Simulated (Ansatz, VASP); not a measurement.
# One calculation of Ti, two programs

Contents of INCAR:

```
PREC     = Accurate       # precision mode
ENCUT    = 520            # plane-wave cutoff, eV
EDIFF    = 1E-7           # SCF threshold, eV
ISMEAR   = 0              # smearing method
SIGMA    = 0.1            # smearing width, eV
LREAL    = F              # projectors in reciprocal space
LASPH    = T              # aspherical terms in the spheres
NELM     = 60             # most SCF steps
ALGO     = Normal         # electronic algorithm
ISIF     = 2              # what is computed and relaxed
LWAVE    = F              # write WAVECAR
LCHARG   = F              # write CHGCAR
LDIPOL   = T            
IDIPOL   = 3            
DIPOL    = 0.5 0.5 0.500
GGA      = PS             # functional
NBANDS   = 64             # bands
```

File KPOINTS:

```
Automatic mesh
0
Gamma
  12 8 1
```

POSCAR

```
Ti
1.0
    2.7987936488      0.0000000000      0.0000000000
    0.0000000000      4.5152900513      0.0000000000
    0.0000000000      0.0000000000     25.4276157062
Ti
9
Direct
    0.5000000000      0.0000000000      0.2949549060
    0.0000000000      0.5000000000      0.3462161795
    0.5000000000      0.0000000000      0.3974774530
    0.5000000000      0.5000000000      0.4487387265
    0.0000000000      0.0000000000      0.5000000000
    0.5000000000      0.5000000000      0.5512612735
    0.5000000000      0.0000000000      0.6025225470
    0.0000000000      0.5000000000      0.6537838205
    0.5000000000      0.0000000000      0.7050450940
```

Input for Ansatz:

```yaml
crystal:
  lattice:
    - [2.7987936488, 0.0, 0.0]
    - [0.0, 4.5152900513, 0.0]
    - [0.0, 0.0, 25.4276157062]
  atoms:
    - { symbol: Ti, position: [0.5, 0.0, 0.294954906] }
    - { symbol: Ti, position: [0.0, 0.5, 0.3462161795] }
    - { symbol: Ti, position: [0.5, 0.0, 0.397477453] }
    - { symbol: Ti, position: [0.5, 0.5, 0.4487387265] }
    - { symbol: Ti, position: [0.0, 0.0, 0.5] }
    - { symbol: Ti, position: [0.5, 0.5, 0.5512612735] }
    - { symbol: Ti, position: [0.5, 0.0, 0.602522547] }
    - { symbol: Ti, position: [0.0, 0.5, 0.6537838205] }
    - { symbol: Ti, position: [0.5, 0.0, 0.705045094] }
basis:
  ecutwfc: 420
kpoints:
  mp_grid: { grid: [12, 8, 1] }
hamiltonian:
  xc: pbesol
scf:
  occupations: { method: gaussian, width: 0.1 }
output:
  forces: true
  stress: true
  eigenvalues: true
efield:
  axis: 3
  dipole_correction: true
  ramp_width: 0.04
```

Alike in both runs: task single point; functional PBEsol; k mesh 12 × 8 × 1; occupations gaussian, width 0.1 eV; no spin polarisation.

|  | VASP | Ansatz |
| --- | --- | --- |
| version | VASP 6.6.1 | Ansatz 0.2.0 |
| potentials or method | VASP PAW PBE potentials, release 64 (Ti_sv), cutoff 520 eV | scalar-relativistic, plane waves, PAW |
| valence electrons in the cell | 108 | 108 |

VASP gave:

| Property | Result |
| --- | --- |
| gap on the k mesh at the Fermi level (eV) | none |
| rms of the force components (eV/Å) | 0.137 |

Estimate Ansatz's values.

gap on the k mesh at the Fermi level (eV): none; rms of the force components (eV/Å): 0.134.

VASP's potentials were made for PBE, not for PBEsol. Atom by atom the forces differ by 0.004 eV/Å (rms over components). A gap of «none» marks a metal or a gap that the smearing closes. The functional is the same, so the differences come from potentials, cutoffs and numerics.
